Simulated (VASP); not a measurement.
# PtSe2 (Sudovikovite) (P-3m1) in VASP: notebook

PtSe2 (Sudovikovite) is run at these levels: PBE+D3(BJ), PBE+D4, PBE, r2SCAN+D4; tasks: single point.

Everything below comes from runs of VASP 6.6.1. Logs are shortened: lines on timing, memory, paths and dates and some standing lists are left out, and cuts for length are marked.

**1. The cell of the first run**

The structure is trigonal, space group P-3m1 (No. 164). Conventional cell: a = 3.772 Å, b = 3.772 Å, c = 4.820 Å, α = 90.00°, β = 90.00°, γ = 120.00°. Pt (site symmetry -3m) has 6 Se at 2.53 Å within 3.3 Å. Within 3.3 Å of Se (site symmetry 3m) lie 3 Pt at 2.53 Å and 3 Se at 3.14 Å.

**2. Single point, PBE+D3(BJ)**

INCAR reads:

```
ALGO = Normal
EDIFF = 1E-7
ENCUT = 520
GGA = PE
ISIF = 2
ISMEAR = -1
IVDW = 12
LASPH = True
LCHARG = False
LREAL = False
LWAVE = False
NBANDS = 18
NELM = 80
PREC = Accurate
SIGMA = 0.1
```

KPOINTS reads:

```
k-points
0
Gamma
  10 10 7
```

POSCAR reads:

```
PtSe2
1.0
    3.7716782935      0.0000000000      0.0000000000
   -1.8858391467      3.2663692171      0.0000000000
    0.0000000000      0.0000000000      4.8197771896
Pt Se
1 2
Direct
    0.0000000000      0.0000000000      0.0000000000
    0.3333333333      0.6666666667      0.2656230661
    0.6666666667      0.3333333333      0.7343769339
```

Potentials or basis: VASP PAW PBE potentials, release 64 (Pt, Se).

The run is started by

```bash
> cat potpaw_PBE.64/Pt/POTCAR potpaw_PBE.64/Se/POTCAR > POTCAR
> mpirun -np 1 vasp_std > vasp.out
```

OUTCAR:

```text
EDIFF = 1E-7
   ENCUT = 520
   GGA = PE
   ISIF = 2
   ISMEAR = -1
   IVDW = 12
   LASPH = True
   LREAL = False
   NELM = 80
   PREC = Accurate
 IVDW          = 12

 ion  position               nearest neighbor table
   1  0.000  0.000  0.000-   2 2.53   3 2.53   2 2.53   3 2.53   3 2.53   2 2.53
   2  0.333  0.667  0.266-   1 2.53   1 2.53   1 2.53
   3  0.667  0.333  0.734-   1 2.53   1 2.53   1 2.53

  LATTYP: Found a hexagonal cell.
 ALAT       =     3.7716782935
 C/A-ratio  =     1.2778866103

  Lattice vectors:

 A1 = (   3.7716782935,   0.0000000000,   0.0000000000)
 A2 = (  -1.8858391467,   3.2663692171,   0.0000000000)
 A3 = (   0.0000000000,   0.0000000000,   4.8197771896)

Analysis of symmetry for initial positions (statically):
=====================================================================
 Subroutine PRICEL returns:
 Original cell was already a primitive cell.

 Routine SETGRP: Setting up the symmetry group for a
 hexagonal supercell.

 Subroutine GETGRP returns: Found 12 space group operations
 (whereof 12 operations were pure point group operations)
 out of a pool of 24 trial point group operations.

The static configuration has the point symmetry D_3d.

Analysis of symmetry for dynamics (positions and initial velocities):
=====================================================================
 Subroutine PRICEL returns:
 Original cell was already a primitive cell.

 Routine SETGRP: Setting up the symmetry group for a
 hexagonal supercell.

 Subroutine GETGRP returns: Found 12 space group operations
 (whereof 12 operations were pure point group operations)
 out of a pool of 24 trial point group operations.

The dynamic configuration has the point symmetry D_3d.

 Subroutine INISYM returns: Found 12 space group operations
 (whereof 12 operations are pure point group operations),
 and found     1 'primitive' translations

----------------------------------------------------------------------------------------

                                     Primitive cell

  volume of cell :      59.3782

  direct lattice vectors                    reciprocal lattice vectors
     3.771678293  0.000000000  0.000000000     0.265133960  0.153075163  0.000000000
    -1.885839147  3.266369217  0.000000000     0.000000000  0.306150326  0.000000000
     0.000000000  0.000000000  4.819777190     0.000000000  0.000000000  0.207478471

  length of vectors
     3.771678293  3.771678293  4.819777190     0.306150326  0.306150326  0.207478471

  position of ions in fractional coordinates (direct lattice)
     0.000000000  0.000000000  0.000000000
     0.333333333  0.666666667  0.265623066
     0.666666667  0.333333333  0.734376934

  ion indices of the primitive-cell ions
   primitive index   ion index
                 1           1
                 2           2
                 3           3

----------------------------------------------------------------------------------------

 KPOINTS: k-points

Automatic generation of k-mesh.
 Grid dimensions read from file:
 generate k-points for:   10   10    7

 Generating k-lattice:

  Cartesian coordinates                     Fractional coordinates (reciprocal lattice)
     0.026513396  0.015307516  0.000000000     0.100000000  0.000000000  0.000000000
     0.000000000  0.030615033  0.000000000     0.000000000  0.100000000  0.000000000
     0.000000000  0.000000000  0.029639782     0.000000000  0.000000000  0.142857143

  Length of vectors
     0.030615033  0.030615033  0.029639782

  Shift w.r.t. Gamma in fractional coordinates (k-lattice)
     0.000000000  0.000000000  0.000000000

 Subroutine IBZKPT returns following result:
 ===========================================

 Found     80 irreducible k-points:

 Following reciprocal coordinates:
            Coordinates               Weight
  0.000000  0.000000  0.000000      1.000000
  0.100000 -0.000000  0.000000      6.000000
  0.200000 -0.000000  0.000000      6.000000
  0.300000  0.000000  0.000000      6.000000
  0.400000 -0.000000  0.000000      6.000000
  0.500000 -0.000000  0.000000      3.000000
[... 16 lines left out ...]
  0.000000  0.400000  0.142857      6.000000
  0.500000 -0.000000  0.142857      6.000000
 [... further k-points ...]
   k-points           NKPTS =     80   k-points in BZ     NKDIM =     80   number of bands    NBANDS=     18
   number of dos      NEDOS =    301   number of ions     NIONS =      3
   total plane-waves  NPLWV =  28224
   dimension x,y,z NGX =    28 NGY =   28 NGZ =   36
   dimension x,y,z NGXF=    56 NGYF=   56 NGZF=   72
   ions per type =               1   2
   NGX,Y,Z   is equivalent  to a cutoff of  12.34, 12.34, 12.42 a.u.
   NGXF,Y,Z  is equivalent  to a cutoff of  24.68, 24.68, 24.83 a.u.
 SYSTEM =  unknown system
   PREC   = accura    normal or accurate (medium, high low for compatibility)
   ISTART =      0    job   : 0-new  1-cont  2-samecut
   ICHARG =      2    charge: 1-file 2-atom 10-const
[... 97 lines left out ...]
  band No.  band energies     occupation
      1      -8.0784      2.00000
      2      -6.3275      2.00000
      3       0.5383      2.00000
      4       0.9755      2.00000
      5       0.9967      2.00000
      6       1.6167      2.00000
[... 10 lines left out ...]
     17      14.6546      0.00000
     18      15.1215      0.00000

 k-point     5 :       0.4000   -0.0000    0.0000
  band No.  band energies     occupation
      1      -7.5549      2.00000
      2      -6.6226      2.00000
      3      -0.0561      2.00000
      4       1.1735      2.00000
      5       1.3178      2.00000
      6       2.2530      2.00000
[... 10 lines left out ...]
     17      14.1187      0.00000
     18      16.4482      0.00000

 k-point     6 :       0.5000   -0.0000    0.0000
  band No.  band energies     occupation
      1      -7.1758      2.00000
      2      -6.8988      2.00000
      3      -0.3854      2.00000
      4       1.2275      2.00000
      5       1.5930      2.00000
      6       2.8302      2.00000
[... 10 lines left out ...]
     17      13.9166      0.00000
     18      17.8820      0.00000

 k-point     7 :       0.1000    0.1000    0.0000
  band No.  band energies     occupation
      1      -8.6386      2.00000
      2      -6.0315      2.00000
      3      -0.0078      2.00000
      4       0.7018      2.00000
      5       0.7945      2.00000
      6       2.5172      2.00000
[... 10 lines left out ...]
     17      14.9724      0.00000
     18      15.6543      0.00000

 k-point     8 :       0.2000    0.1000    0.0000
  band No.  band energies     occupation
      1      -8.2544      2.00000
      2      -6.2306      2.00000
      3       0.4285      2.00000
      4       0.9325      2.00000
      5       1.0918      2.00000
      6       1.6641      2.00000
[... 10 lines left out ...]
     17      14.6901      0.00000
     18      15.6489      0.00000
[... 229 lines left out ...]
     17      15.3355      0.00000
     18      15.8057      0.00000

 k-point    20 :       0.3000    0.0000    0.1429
  band No.  band energies     occupation
      1      -7.9725      2.00000
      2      -6.4939      2.00000
      3       0.5903      2.00000
      4       1.0667      2.00000
      5       1.0765      2.00000
      6       1.8559      2.00000
[... 10 lines left out ...]
     17      14.5024      0.00000
     18      15.5327      0.00000

 k-point    21 :       0.0000    0.3000    0.1429
  band No.  band energies     occupation
      1      -8.0332      2.00000
      2      -6.3541      2.00000
      3       0.0231      2.00000
      4       0.8853      2.00000
      5       0.9083      2.00000
      6       1.8703      2.00000
[... 10 lines left out ...]
     17      15.3172      0.00000
     18      16.3760      0.00000

 k-point    22 :       0.4000   -0.0000    0.1429
  band No.  band energies     occupation
      1      -7.4385      2.00000
      2      -6.7580      2.00000
      3       0.0204      2.00000
      4       1.1823      2.00000
      5       1.5147      2.00000
      6       2.0205      2.00000
[... 10 lines left out ...]
     17      14.8216      0.00000
     18      16.4458      0.00000

 k-point    23 :       0.0000    0.4000    0.1429
  band No.  band energies     occupation
      1      -7.5699      2.00000
      2      -6.5501      2.00000
      3      -0.3300      2.00000
      4       0.8390      2.00000
      5       1.0401      2.00000
      6       2.5336      2.00000
[... 10 lines left out ...]
     17      15.3527      0.00000
     18      16.6347      0.00000

 k-point    24 :       0.5000   -0.0000    0.1429
  band No.  band energies     occupation
      1      -7.1907      2.00000
      2      -6.8509      2.00000
      3      -0.4550      2.00000
      4       1.1408      2.00000
      5       1.2855      2.00000
      6       2.7357      2.00000
[... 10 lines left out ...]
     17      15.0450      0.00000
     18      17.4517      0.00000

 [... further k-points ...]

------------------------ aborting loop because EDIFF is reached ----------------------------------------

 Edisp (eV)   -1.47085

 E8    (eV) :    -0.6320

  FORCE on cell =-STRESS in cart. coord.  units (eV):
  Direction    XX          YY          ZZ          XY          YZ          ZX
  --------------------------------------------------------------------------------------
  -------------------------------------------------------------------------------------
  Total       0.00587     0.00587    -0.01099     0.00000     0.00000     0.00000
  in kB       0.15844     0.15844    -0.29662     0.00000     0.00000     0.00000
  external pressure =        0.01 kB  Pullay stress =        0.00 kB

 VOLUME and BASIS-vectors are now :
 -----------------------------------------------------------------------------
  energy-cutoff  :      520.00
  volume of cell :       59.38
      direct lattice vectors                 reciprocal lattice vectors
     3.771678293  0.000000000  0.000000000     0.265133960  0.153075163  0.000000000
    -1.885839147  3.266369217  0.000000000     0.000000000  0.306150326  0.000000000
     0.000000000  0.000000000  4.819777190     0.000000000  0.000000000  0.207478471

 POSITION                                       TOTAL-FORCE (eV/Angst)
 -----------------------------------------------------------------------------------
      0.00000      0.00000      0.00000         0.000000      0.000000      0.000000
     -0.00000      2.17758      1.28024         0.000000     -0.000000      0.007211
      1.88584      1.08879      3.53953        -0.000000      0.000000     -0.007211
 -----------------------------------------------------------------------------------
    total drift:                                0.000000     -0.000000     -0.000000

  FREE ENERGIE OF THE ION-ELECTRON SYSTEM (eV)
  ---------------------------------------------------
  free  energy   TOTEN  =       -15.6794308380 eV

  energy  without entropy=      -15.6553241737  energy(sigma->0) =      -15.66737751
```

It took 65 s on 1 thread of Intel Xeon 6975P-C, shared host; peak memory 0.24 GiB.

Results:

* Free energy: -15.6794 eV
* Pressure: 0.0 GPa
* Largest force: 0.007 eV/Å
* Band gap on the k mesh: zero (band 11 reaches 7.50 eV, above the bottom of band 12 at 6.57 eV)
* Dispersion energy per atom: -0.490 eV

Forces in eV/Å, atoms in the order of the input:
```
Pt   0.000  0.000  0.000
Se   0.000  0.000  0.007
Se   0.000  0.000 -0.007
```

Caveat: spin-orbit coupling is left out, which moves the levels of the heavy elements; pairwise dispersion overbinds metals, which lowers pressure and volume.

**3. Single point, PBE+D4**

INCAR reads:

```
SYSTEM = PtSe2
PREC = Accurate
ENCUT = 520
EDIFF = 1E-6
ISMEAR = -1
SIGMA = 0.1
LREAL = .False.
LASPH = .True.
NELM = 60
ALGO = Normal
ISIF = 2
LWAVE = .False.
LCHARG = .False.
GGA = PE
IVDW = 13
NBANDS = 18
```

KPOINTS reads:

```
Automatic mesh
0
Gamma
  10 10 7
  0 0 0
```

POSCAR reads:

```
PtSe2
1.0
    3.7727503153      0.0000000000      0.0000000000
   -1.8863751576      3.2672976152      0.0000000000
    0.0000000000      0.0000000000      4.8212718427
Pt Se
1 2
Direct
    0.0000000000      0.0000000000      0.0000000000
    0.3333333333      0.6666666667      0.2656817227
    0.6666666667      0.3333333333      0.7343182773
```

Potentials or basis: VASP PAW PBE potentials, release 64 (Pt, Se).

The run is started by

```bash
> cat potpaw_PBE.64/Pt/POTCAR potpaw_PBE.64/Se/POTCAR > POTCAR
> mpirun -np 1 vasp_std > vasp.out
```

Wall time 68 s (1 thread of Intel Xeon 6975P-C, shared host); peak memory 0.23 GiB.

Results (log left out):

```yaml
Free_energy: -15.7495 eV
Pressure: 0.0 GPa
Largest_force: 0.008 eV/Å
Band_gap_on_the_k_mesh: zero (band 11 reaches 7.49 eV, above the bottom of band 12 at 6.55 eV)
Dispersion_energy_per_atom: -0.513 eV
```

Forces on the atoms (eV/Å):
```
Pt   0.000  0.000  0.000
Se   0.000  0.000  0.008
Se   0.000  0.000 -0.008
```

Levels at points of the mesh, in eV from the Fermi level:
| k point | band 9 | band 10 | band 11 | band 12 | band 13 | band 14 |
| --- | --- | --- | --- | --- | --- | --- |
| (0.00, 0.00, 0.00) | -0.95 | -0.95 | 0.83 | 1.12 | 1.12 | 3.41 |
| (0.50, 0.00, 0.00) | -3.25 | -3.19 | -2.85 | 0.55 | 2.55 | 5.08 |

Caveat: spin-orbit coupling is left out, which moves the levels of the heavy elements; pairwise dispersion overbinds metals, which lowers pressure and volume.

**4. Single point, PBE**

This run uses another cell than the first one, of 25.34 Å³/atom, 1.280 times its volume.

Changes to INCAR since step 3:

```diff
@@ -14,3 +14,2 @@
 GGA = PE
-IVDW = 13
 NBANDS = 18
```

KPOINTS reads:

```
regular mesh
0
Gamma
  10 10 7
  0 0 0
```

POSCAR reads:

```
PtSe2
1.0
    3.7551150288      0.0000000000      0.0000000000
   -1.8775575144      3.2520250091      0.0000000000
    0.0000000000      0.0000000000      6.2251341541
Pt Se
1 2
Direct
    0.0000000000      0.0000000000      0.0000000000
    0.3333333333      0.6666666667      0.2096431030
    0.6666666667      0.3333333333      0.7903568970
```

The run is started by

```bash
> cat potpaw_PBE.64/Pt/POTCAR potpaw_PBE.64/Se/POTCAR > POTCAR
> mpirun -np 1 vasp_std > vasp.out
```

Wall time 99 s (1 thread of Intel Xeon 6975P-C, shared host); peak memory 0.26 GiB.

It converged, with:

- Free energy: -14.3023 eV
- Pressure: 0.0 GPa
- Largest force: 0.007 eV/Å
- Band gap on the k mesh: 0.77 eV, indirect (least direct gap 1.04 eV)

Forces on the atoms (eV/Å):
```
Pt   0.000  0.000  0.000
Se   0.000  0.000 -0.007
Se   0.000  0.000  0.007
```

Stress tensor (GPa, compression positive):
```
-0.06  0.00  0.00
 0.00 -0.06  0.00
 0.00  0.00  0.02
```

Levels at points of the mesh, in eV from the valence-band top:
```tsv
k point	band 8	band 9	band 10	band 11	band 12	band 13	band 14	band 15
(0.00, 0.00, 0.00)	-1.78	-0.41	-0.41	-0.17	2.45	2.45	4.11	5.01
(0.50, 0.00, 0.00)	-2.62	-2.28	-2.27	-2.10	1.73	2.40	4.61	5.95
```

Caveat: spin-orbit coupling is left out, which moves the levels of the heavy elements; this functional lacks dispersion, which binds the layers, so the pressure and a relaxed spacing across them are unreliable. A k mesh can miss the band edges.

**5. Single point, r2SCAN+D4**

This run uses another cell than the first one, of 21.32 Å³/atom, 1.077 times its volume.

POSCAR reads:

```
PtSe2
1.0
    3.7316990452      0.0000000000      0.0000000000
   -1.8658495226      3.2317461724      0.0000000000
    0.0000000000      0.0000000000      5.3035411721
Pt Se
1 2
Direct
    0.0000000000      0.0000000000      0.0000000000
    0.3333333333      0.6666666667      0.2446170619
    0.6666666667      0.3333333333      0.7553829381
```

INCAR.step1 reads:

```
SYSTEM = PtSe2
ALGO     = Normal         ! electronic algorithm
EDIFF    = 1E-4           ! SCF threshold, eV
ENCUT    = 520            ! plane-wave cutoff, eV
GGA      = PE             ! functional
ISMEAR   = -1             ! smearing method
LASPH    = .True.         ! aspherical terms in the spheres
LCHARG   = .False.        ! write CHGCAR
LREAL    = .False.        ! projectors in reciprocal space
LWAVE    = .True.         ! write WAVECAR
NBANDS   = 18             ! bands
NELM     = 80             ! most SCF steps
PREC     = Accurate       ! precision mode
SIGMA    = 0.1            ! smearing width, eV
```

INCAR.step2 reads:

```
SYSTEM = PtSe2
ALGO     = Normal         ! electronic algorithm
EDIFF    = 1E-6           ! SCF threshold, eV
ENCUT    = 520            ! plane-wave cutoff, eV
ISIF     = 2              ! what is computed and relaxed
ISMEAR   = -1             ! smearing method
ISTART   = 1            
IVDW     = 13             ! dispersion correction
LASPH    = .True.         ! aspherical terms in the spheres
LCHARG   = .False.        ! write CHGCAR
LMIXTAU  = .True.       
LREAL    = .False.        ! projectors in reciprocal space
LWAVE    = .False.        ! write WAVECAR
METAGGA  = R2SCAN         ! meta-GGA
NBANDS   = 18             ! bands
NELM     = 80             ! most SCF steps
PREC     = Accurate       ! precision mode
SIGMA    = 0.1            ! smearing width, eV
VDW_A1   = 0.51559235   
VDW_A2   = 5.77342911   
VDW_S6   = 1.0          
VDW_S8   = 0.6018749
```

KPOINTS reads:

```
k-points
0
Gamma
  10 10 7
  0 0 0
```

The run is started by

```bash
> cat potpaw_PBE.64/Pt/POTCAR potpaw_PBE.64/Se/POTCAR > POTCAR
> cp INCAR.step1 INCAR
> mpirun -np 1 vasp_std > vasp.out
> cp INCAR.step2 INCAR
> mpirun -np 1 vasp_std > vasp.out
```

Run time: 4.1 min. Hardware: 1 thread of Intel Xeon 6975P-C, shared host; peak memory 0.25 GiB.

It converged, with:

```yaml
Free_energy: -81.9811 eV
Pressure: 0.1 GPa
Largest_force: 0.015 eV/Å
Band_gap_on_the_k_mesh: zero (band 11 reaches 5.83 eV, above the bottom of band 12 at 5.70 eV)
Dispersion_energy_per_atom: -0.167 eV
```

Forces on the atoms (eV/Å):
```
Pt   0.000  0.000  0.000
Se   0.000  0.000  0.015
Se   0.000  0.000 -0.015
```

Levels at points of the mesh, in eV from the Fermi level:
| k point | band 7 | band 8 | band 9 | band 10 | band 11 | band 12 | band 13 | band 14 | band 15 | band 16 |
| --- | --- | --- | --- | --- | --- | --- | --- | --- | --- | --- |
| (0.00, 0.00, 0.00) | -4.09 | -2.69 | -1.08 | -1.08 | 0.15 | 1.67 | 1.67 | 4.36 | 4.60 | 7.83 |
| (0.50, 0.00, 0.00) | -3.58 | -3.58 | -3.48 | -3.38 | -3.02 | 0.87 | 2.27 | 4.92 | 6.21 | 7.51 |

Caveat: the PAW data sets were made with another functional, which shifts forces and pressure a little; spin-orbit coupling is left out, which moves the levels of the heavy elements; pairwise dispersion overbinds metals, which lowers pressure and volume.

**6. Overview**

```tsv
level	cell	gap on the mesh (eV)	pressure (GPa)	largest force (eV/Å)
PBE+D3(BJ)	a = 3.772, b = 3.772, c = 4.820 Å, angles 90.0, 90.0, 120.0°, 3 atoms	none	0.0	0.01
PBE+D4	a = 3.773, b = 3.773, c = 4.821 Å, angles 90.0, 90.0, 120.0°, 3 atoms	none	0.0	0.01
PBE	a = 3.755, b = 3.755, c = 6.225 Å, angles 90.0, 90.0, 120.0°, 3 atoms	0.77	0.0	0.01
r2SCAN+D4	a = 3.732, b = 3.732, c = 5.304 Å, angles 90.0, 90.0, 120.0°, 3 atoms	none	0.1	0.01
```

Alike in all rows: task single point; potentials or basis VASP PAW PBE potentials, release 64 (Pt, Se); no spin polarisation; k mesh 10 × 10 × 7; cutoff (eV) 520; smearing fermi-dirac 0.1 eV.

Caveats: spin-orbit coupling is left out, which moves the levels of the heavy elements; pairwise dispersion overbinds metals, which lowers pressure and volume (some runs); this functional lacks dispersion, which binds the layers, so the pressure and a relaxed spacing across them are unreliable (some runs); the PAW data sets were made with another functional, which shifts forces and pressure a little (some runs).

Absolute energies hang on the potentials; compare differences alone.
